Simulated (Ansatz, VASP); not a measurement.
**One calculation of Re, two programs**

File INCAR:

```
PREC = Accurate ; ENCUT = 520
EDIFF = 1E-7 ; ISMEAR = -1
SIGMA = 0.1 ; LREAL = False
LASPH = True ; NELM = 80
ALGO = Normal ; ISIF = 2
LWAVE = False ; LCHARG = False
GGA = RP ; NBANDS = 18
```

KPOINTS

```
regular mesh
0
Gamma
  9 9 13
```

POSCAR

```
Re
1.0
    4.4536795133      0.0000000000      0.0000000000
   -2.2268397567      3.8569995989      0.0000000000
    0.0000000000      0.0000000000      2.7911489200
Re
3
Direct
    1.0000000000      1.0000000000      1.0000000000
    0.3333333333      0.6666666667      0.5000000000
    0.6666666667      0.3333333333      0.5000000000
```

Input for Ansatz:

```yaml
crystal:
  lattice:
    - [4.4536795133, 0.0, 0.0]
    - [-2.2268397567, 3.8569995989, 0.0]
    - [0.0, 0.0, 2.79114892]
  atoms:
    - { symbol: Re, position: [1.0, 1.0, 1.0] }
    - { symbol: Re, position: [0.3333333333, 0.6666666667, 0.5] }
    - { symbol: Re, position: [0.6666666667, 0.3333333333, 0.5] }
hamiltonian:
  xc: rpbe
  pseudopotentials:
    kind: paw
    azcp:
      Re: "pseudopotentials/Re.paw.azcp"
basis:
  ecutwfc: 420
  fft_grid_basis: typed
kpoints:
  mp_grid: { grid: [9, 9, 13], shift: [0, 0, 0] }
magnetization:
  spin_polarized: false
scf:
  occupations: { method: fermi_dirac, width: 0.1 }
  lower_state_search: "off"
output:
  stress: true
```

Alike in both runs: task single point; functional RPBE; k mesh 9 × 9 × 13; occupations fermi-dirac, width 0.1 eV; no spin polarisation.

```csv
,VASP,Ansatz
version,VASP 6.6.1,Ansatz 0.2.0
potentials or method,"VASP PAW PBE potentials, release 64 (Re), cutoff 520 eV","plane waves (420 eV) with PAW, scalar-relativistic"
valence electrons in the cell,21,45
```

```tsv
	VASP	Ansatz	Ansatz less VASP
pressure (GPa)	-13.1	-12.0	+1.02
traceless stress, the component that is largest in VASP (GPa)	0.85	0.39	-0.459
```

VASP's potentials were made for PBE, not for RPBE. The functional is the same, so the differences come from potentials, cutoffs and numerics. VASP's potentials hold 21 valence electrons a cell and Ansatz's 45, so a difference there can come from the potentials and not from the codes.

Neither program's run includes spin-orbit coupling.
